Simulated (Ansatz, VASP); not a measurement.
One calculation of Rh2O, two programs

```
Rh O
1.0
     4.41482    0.00000    0.00000
     0.00000    4.41482    0.00000
     0.00000    0.00000    4.41482
Rh O
4 2
Direct
  0.25000 0.25000 0.25000
  0.25000 0.75000 0.75000
  0.75000 0.75000 0.25000
  0.75000 0.25000 0.75000
  0.00000 0.00000 0.00000
  0.50000 0.50000 0.50000
```

Alike in both runs: functional PBE; k mesh 8 × 8 × 8; occupations gaussian, width 0.1 eV; no spin polarisation.

Ansatz relaxed the structure, and its values are those at the end. VASP's run is a single point on that final structure, the one shown.

|  | VASP | Ansatz |
| --- | --- | --- |
| version | VASP 6.6.1 | Ansatz 0.2.0 |
| potentials or method | VASP PAW PBE potentials, release 64 (Rh_pv, O), cutoff 520 eV | scalar-relativistic, plane waves, PAW |
| valence electrons in the cell | 72 | 80 |

```tsv
	VASP	Ansatz	Ansatz less VASP
gap on the k mesh at the Fermi level (eV)	none	none	-
pressure (GPa)	0.1	0.0	-0.15
```

A gap of «none» marks a metal or a gap that the smearing closes. VASP's potentials hold 72 valence electrons a cell and Ansatz's 80, so a difference there can come from the potentials and not from the codes.
